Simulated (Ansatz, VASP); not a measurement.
**LiH: VASP beside Ansatz**

INCAR

```
PREC = Accurate
ENCUT = 520
EDIFF = 1E-8
ISMEAR = -1
SIGMA = 0.03
LREAL = False
LASPH = True
NELM = 60
ALGO = Normal
ISIF = 2
LWAVE = False
LCHARG = False
GGA = CA
LEFG = True
NBANDS = 9
```

The input KPOINTS:

```
Automatic mesh
0
Gamma
  11 11 11
```

Contents of POSCAR:

```
LiH
1.0
   -0.0406500000      2.0121750000      2.0121750000
    2.0121750000     -0.0406500000      2.0121750000
    2.0121750000      2.0121750000     -0.0406500000
Li H
1 1
Direct
    0.0000000000      0.0000000000      0.0000000000
    0.5000000000      0.5000000000      0.5000000000
```

Input for Ansatz:

```yaml
crystal:
  lattice:
    - [-0.04065, 2.012175, 2.012175]
    - [2.012175, -0.04065, 2.012175]
    - [2.012175, 2.012175, -0.04065]
  atoms:
    - { symbol: Li, position: [0.0, 0.0, 0.0] }
    - { symbol: H, position: [0.5, 0.5, 0.5] }
kpoints:
  mp_grid: { grid: [11, 11, 11] }
scf:
  occupations: { method: fermi_dirac, width: 0.03 }
hamiltonian:
  xc: lda
  pseudopotentials: { kind: paw }
output:
  forces: true
  stress: true
  eigenvalues: true
  efg: { contact_densities: true }
  write_density: true
  write_potential: true
  elf: true
  volumetric_format: npy
```

Change from the starting cell: equal xy, yz and zx shear strains of -2 %, PAW files.

Alike in both runs: task electric field gradients; functional LDA; k mesh 11 × 11 × 11; occupations fermi-dirac, width 0.03 eV; no spin polarisation.

|  | VASP | Ansatz |
| --- | --- | --- |
| version | VASP 6.6.1 | Ansatz 0.2.0 |
| potentials or method | VASP PAW LDA potentials, release 64 (Li_sv, H) | PAW with Ansatz's default frozen-core files, scalar-relativistic |
| plane-wave cutoff (eV) | 520 | 420 |
| valence electrons in the cell | 4 | 4 |

Ansatz gave:

| Property | Result |
| --- | --- |
| gap on the k mesh at the Fermi level (eV) | 2.83 |
| size of Vzz on the site where it differs most (V/Å²) | 0.2 |

Q: Estimate VASP's values.

A: gap on the k mesh at the Fermi level (eV): 2.82; size of Vzz on the site where it differs most (V/Å²): 0.2.

LDA's correlation is that of Perdew and Zunger in VASP and of Perdew and Wang (1992) in Ansatz.

Noted on VASP's run: the cutoff is short for stress, so the pressure is rough.
